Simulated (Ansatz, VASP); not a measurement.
# One calculation of Zn, two programs

```
Zn
1.0
     2.66480    0.00000    0.00000
    -1.33240    2.30778    0.00000
     0.00000    0.00000    4.94670
Zn
2
Direct
  0.33333 0.66667 0.25000
  0.66667 0.33333 0.75000
```

Alike in both runs: task electric field gradients; functional revPBE; k mesh 16 × 16 × 8; occupations fermi-dirac, width 0.03 eV; no spin polarisation.

|  | VASP | Ansatz |
| --- | --- | --- |
| version | VASP 6.6.1 | Ansatz 0.2.0 |
| potentials or method | VASP PAW PBE potentials, release 64 (Zn), cutoff 520 eV | PAW with Ansatz's default frozen-core files, scalar-relativistic |
| valence electrons in the cell | 24 | 24 |

```tsv
	VASP	Ansatz	Ansatz less VASP
gap on the k mesh at the Fermi level (eV)	none	none	-
pressure (GPa)	2.1	1.8	-0.33
traceless stress, the component that is largest in VASP (GPa)	-0.79	-0.67	+0.128
```

VASP's potentials were made for PBE, not for revPBE. A gap of «none» marks a metal or a gap that the smearing closes.
